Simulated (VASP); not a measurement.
AlN, 4 atoms in the cell. The structure is hexagonal, space group P6_3mc (No. 186). Conventional cell: a = 3.104 Å, b = 3.104 Å, c = 4.928 Å, α = 90.00°, β = 90.00°, γ = 120.00°. Al (site symmetry 3m) has 4 N at 1.88 to 1.89 Å within 2.5 Å. Within 2.5 Å of N (site symmetry 3m) lie 4 Al at 1.88 to 1.89 Å.  This cell differs from its parent crystal: in-plane strain +0.005, then relaxed in part.

```yaml
Program: VASP 6.6.1
Task: single point
Functional: LDA
Potentials_or_basis: VASP PAW LDA potentials, release 64 (Al, N)
Cutoff: 520 eV
k_mesh: 8 × 8 × 4
Occupations: gaussian, width 0.01 eV
Spin: no spin polarisation
Dipole_correction: no
Further_INCAR_settings: ALGO = Normal; EDIFF = 1e-07; NBANDS = 16
```

Potentials or basis: VASP PAW LDA potentials, release 64 (Al, N).

Run with:

```sh
$ cat potpaw_LDA.64/Al/POTCAR potpaw_LDA.64/N/POTCAR > POTCAR
$ mpirun -np 1 vasp_std > vasp.out
```

Hardware: 1 thread of AMD EPYC 7R13, with other jobs on the host.

Problem. Estimate the wall time of this run.

Solution. Run time: 33 s on 1 thread of AMD EPYC 7R13, with other jobs on the host, peak memory 0.11 GiB. Counts: scf iterations 14, k points 30.
